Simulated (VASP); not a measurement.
Write the native input for VASP 6.6.1 that does the following.

| Item | Value |
| --- | --- |
| Task | single point |
| Functional | PBEsol |
| Potentials or basis | VASP PAW PBE potentials, release 64 (W_sv, Te) |
| Cutoff | 520 eV |
| k mesh | 12 × 12 × 12 |
| Occupations | gaussian, width 0.1 eV |
| Spin | collinear spin, ferromagnetic start |
| Starting moments | [1.0, 0.0] μB |
| Dipole correction | no |
| Further INCAR settings | ALGO = Normal; EDIFF = 1e-07; NBANDS = 21 |

The structure of TeW lies in POSCAR:

```
TeW
1.0
    0.0000000000      3.0241765070      3.0241765070
    3.0241765070      0.0000000000      3.0241765070
    3.0241765070      3.0241765070      0.0000000000
W Te
1 1
Direct
    0.0000000000      0.0000000000      0.0000000000
    0.2500000000      0.2500000000      0.2500000000
```

One way to write it, as run:

INCAR

```
  PREC = Accurate
  ENCUT = 520
  EDIFF = 1E-7
  ISMEAR = 0
  SIGMA = 0.1
  LREAL = F
  LASPH = T
  NELM = 150
  ALGO = Normal
  ISIF = 2
  LWAVE = F
  LCHARG = F
  ISPIN = 2
  MAGMOM = 1 0
  LORBIT = 11
  LMAXMIX = 4
  GGA = PS
  NBANDS = 21
```

KPOINTS

```
Automatic mesh
0
Gamma
  12 12 12
```

Potentials or basis: VASP PAW PBE potentials, release 64 (W_sv, Te).

Command:

```console
$ cat potpaw_PBE.64/W_sv/POTCAR potpaw_PBE.64/Te/POTCAR > POTCAR
$ mpirun -np 1 vasp_std > vasp.out
```

Results of the run:

```
Pressure                                              : 0.1 GPa
Net moment                                            : 1.36 μB per cell
Site moments                                          : W +1.06; Te -0.02 μB
Valence electrons inside the program's atomic spheres : W 12.02; Te 3.54
```

Caveat: the PAW data sets were made with another functional, which shifts forces and pressure a little.

It took 49 s on 1 thread of Intel(R) Xeon(R) 6975P-C (Granite Rapids) (shared host), peak memory 0.29 GiB.
